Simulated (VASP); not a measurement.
Here is a VASP 6.6.1 calculation.

Contents of INCAR:

```
SYSTEM = CsRh3
PREC = Accurate
ENCUT = 620
EDIFF = 1E-6
ISMEAR = 0
SIGMA = 0.1
LREAL = .False.
LASPH = .True.
NELM = 120
ALGO = Normal
ISIF = 2
LWAVE = .False.
LCHARG = .True.
GGA = PE
LELF = .True.
LVHAR = .True.
NBANDS = 38
GGA_COMPAT = .False.
```

KPOINTS

```
regular mesh
0
Gamma
  4 4 4
  0 0 0
```

File POSCAR:

```
CsRh3
1.0
    4.1740419939      0.0000000000      0.0000000000
    0.0000000000      4.1740419939      0.0000000000
    0.0000000000      0.0000000000      4.1740419939
Cs Rh
1 3
Direct
    0.0000000000      0.0000000000      0.0000000000
    0.0000000000      0.5000000000      0.5000000000
    0.5000000000      0.0000000000      0.5000000000
    0.5000000000      0.5000000000      0.0000000000
```

Potentials or basis: VASP PAW PBE potentials, release 64 (Cs_sv, Rh_sv_GW).

The run is started by

```console
$ cat potpaw_PBE.64/Cs_sv/POTCAR potpaw_PBE.64/Rh_sv_GW/POTCAR > POTCAR
$ mpirun -np 1 vasp_std > vasp.out
```

(1) Predict the band gap on the k mesh.

(2) Predict the pressure.

## Answers

(1) zero (bands 30 and 31 overlap by 0.96 eV).

(2) 1.3 GPa.

Caveat: the k points lie up to 0.38 Å⁻¹ apart, too coarse for converged energies and pressures of a metal; spin-orbit coupling is left out, which moves the levels of the heavy elements.
